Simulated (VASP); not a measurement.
Input of a VASP 6.6.1 run:

Contents of INCAR:

```
SYSTEM = Ir
PREC = Accurate
ENCUT = 520
EDIFF = 1E-6
ISMEAR = 0
SIGMA = 0.6
LREAL = .FALSE.
LASPH = .TRUE.
NELM = 80
ALGO = Normal
ISIF = 2
LWAVE = .FALSE.
LCHARG = .FALSE.
NBANDS = 10
```

File KPOINTS:

```
regular mesh
0
G
  14 14 14
  0 0 0
```

Contents of POSCAR:

```
Ir
1.0
    0.0000000000      1.9060927672      1.9060927672
    1.9060927672      0.0000000000      1.9060927672
    1.9060927672      1.9060927672      0.0000000000
Ir
1
Direct
    0.0000000000      0.0000000000      0.0000000000
```

Potentials or basis: VASP PAW LDA potentials, release 64 (Ir).

The run is started by

```sh
$ cat potpaw_LDA.64/Ir/POTCAR > POTCAR
$ mpirun -np 1 vasp_std > vasp.out
```

(1) What does it give for the pressure?

Results:

(1) 4.1 GPa.
